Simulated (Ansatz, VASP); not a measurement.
**One calculation of Sn, two programs**

The input INCAR:

```
SYSTEM = Sn
PREC = Accurate
ENCUT = 520
EDIFF = 1E-6
ISMEAR = -1
SIGMA = 0.03
LREAL = .False.
LASPH = .True.
NELM = 60
ALGO = Normal
ISIF = 2
LWAVE = .False.
LCHARG = .False.
GGA = PE
NBANDS = 21
```

The input KPOINTS:

```
Automatic mesh
0
Gamma
  9 9 9
  0 0 0
```

POSCAR

```
Sn
1.0
   -0.0324560000      3.2293720000      3.2293720000
    3.2293720000     -0.0324560000      3.2293720000
    3.2293720000      3.2293720000     -0.0324560000
Sn
2
Direct
    0.5000000000      0.5000000000      0.5000000000
    0.7500000000      0.7500000000      0.7500000000
```

Input for Ansatz:

```yaml
crystal:
  lattice:
    - [-0.032456, 3.229372, 3.229372]
    - [3.229372, -0.032456, 3.229372]
    - [3.229372, 3.229372, -0.032456]
  atoms:
    - { symbol: Sn, position: [0.5, 0.5, 0.5] }
    - { symbol: Sn, position: [0.75, 0.75, 0.75] }
kpoints:
  mp_grid: { grid: [9, 9, 9] }
  band_path:
    path:
      - [0.0, 0.0, 0.0]
      - [0.5, 0.5, 0.5]
      - [0.2525443832, 0.5, 0.7474556168]
      - [-0.2525443832, 0.2525443832, 0.5]
      - [0.0, 0.0, 0.5]
      - [0.0, 0.0, 0.0]
      - [-0.3762721916, 0.0, 0.3762721916]
      - [0.0, 0.3762721916, 0.6237278084]
      - [0.0, 0.5, 0.5]
    npoints: 5
scf:
  occupations: { method: fermi_dirac, width: 0.03 }
hamiltonian:
  xc: pbe
  pseudopotentials: { kind: all_electron, lapw: { basis_error: 0.00025 } }
output:
  forces: true
  stress: true
  eigenvalues: true
```

Change from the starting cell: equal xy, yz and zx shear strains of -1 %.

Alike in both runs: task single point; functional PBE; k mesh 9 × 9 × 9; occupations fermi-dirac, width 0.03 eV; no spin polarisation.

```csv
,VASP,Ansatz
version,VASP 6.6.1,Ansatz 0.2.0
potentials or method,"VASP PAW PBE potentials, release 64 (Sn_d), cutoff 520 eV","all-electron LAPW, scalar-relativistic"
```

Ansatz gave:

- pressure (GPa): 3.2
- traceless stress, the component that is largest in VASP (GPa): 0.54
- rms of the force components (eV/Å): 0.105

Task: Estimate VASP's values.

Result: Pressure (GPa): 3.2; traceless stress, the component that is largest in VASP (GPa): 0.54; rms of the force components (eV/Å): 0.104.

Atom by atom the forces differ by 0.000 eV/Å (rms over components). Ansatz ran all-electron here, and VASP with PAW potentials.
